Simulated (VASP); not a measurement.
Wanted: the native input for a VASP 6.6.1 run.

| Property | Result |
| --- | --- |
| Task | single point |
| Functional | r2SCAN |
| Potentials or basis | VASP PAW PBE potentials, release 64 (Cu, I) |
| Cutoff | 520 eV |
| k mesh | 6 × 6 × 6 |
| Occupations | fermi-dirac, width 0.02 eV |
| Spin | no spin polarisation |
| Dipole correction | no |
| Further INCAR settings | ALGO = Normal; EDIFF = 1e-06; NBANDS = 16 |

The system is CuI.

```
CELL_PARAMETERS angstrom
0.00000 2.82726 2.82726
2.82726 0.00000 2.82726
2.82726 2.82726 0.00000
ATOMIC_POSITIONS crystal
Cu 0.00000 0.00000 0.00000
I 0.50000 0.50000 0.50000
```

This cell differs from its parent crystal: volume changed by -3%.

The input as run:

POSCAR

```
CuI
1.0
    0.0000000000      2.8272587826      2.8272587826
    2.8272587826      0.0000000000      2.8272587826
    2.8272587826      2.8272587826      0.0000000000
Cu I
1 1
Direct
    0.0000000000      0.0000000000      0.0000000000
    0.5000000000      0.5000000000      0.5000000000
```

INCAR.step1

```
SYSTEM = CuI
  PREC = Accurate
  ENCUT = 520
  ISMEAR = -1
  SIGMA = 0.02
  LREAL = .False.
  LASPH = .True.
  NELM = 100
  NBANDS = 16
  GGA = PE
  ALGO = Normal
  EDIFF = 1E-4
  LWAVE = .True.
  LCHARG = .False.
```

INCAR.step2

```
SYSTEM = CuI
  PREC = Accurate
  ENCUT = 520
  EDIFF = 1E-6
  ISMEAR = -1
  SIGMA = 0.02
  LREAL = .False.
  LASPH = .True.
  NELM = 100
  ALGO = Normal
  ISIF = 2
  LWAVE = .False.
  LCHARG = .True.
  METAGGA = R2SCAN
  LMIXTAU = .True.
  LELF = .True.
  LVHAR = .True.
  NBANDS = 16
  ISTART = 1
```

KPOINTS

```
Automatic mesh
0
Gamma
  6 6 6
  0 0 0
```

Potentials or basis: VASP PAW PBE potentials, release 64 (Cu, I).

The run is started by

```sh
$ cat potpaw_PBE.64/Cu/POTCAR potpaw_PBE.64/I/POTCAR > POTCAR
$ cp INCAR.step1 INCAR
$ mpirun -np 1 vasp_std > vasp.out
$ cp INCAR.step2 INCAR
$ mpirun -np 1 vasp_std > vasp.out
```

It gave:

| Quantity | Value |
| --- | --- |
| Pressure | 1.6 GPa |
| Band gap on the k mesh | zero (band 9 reaches 6.55 eV, above the bottom of band 10 at 6.38 eV) |

Caveat: the PAW data sets were made with another functional, which shifts forces and pressure a little; spin-orbit coupling is left out, which moves the levels of the heavy elements; semilocal functionals often make such compounds metallic where correlation or magnetic order opens a gap, which also shifts bond lengths.

Run time: 52 s on 1 thread of Intel(R) Xeon(R) Platinum 8259CL CPU @ 2.50GHz (Skylake/Cascade Lake), with other jobs on the host, peak memory 0.17 GiB.
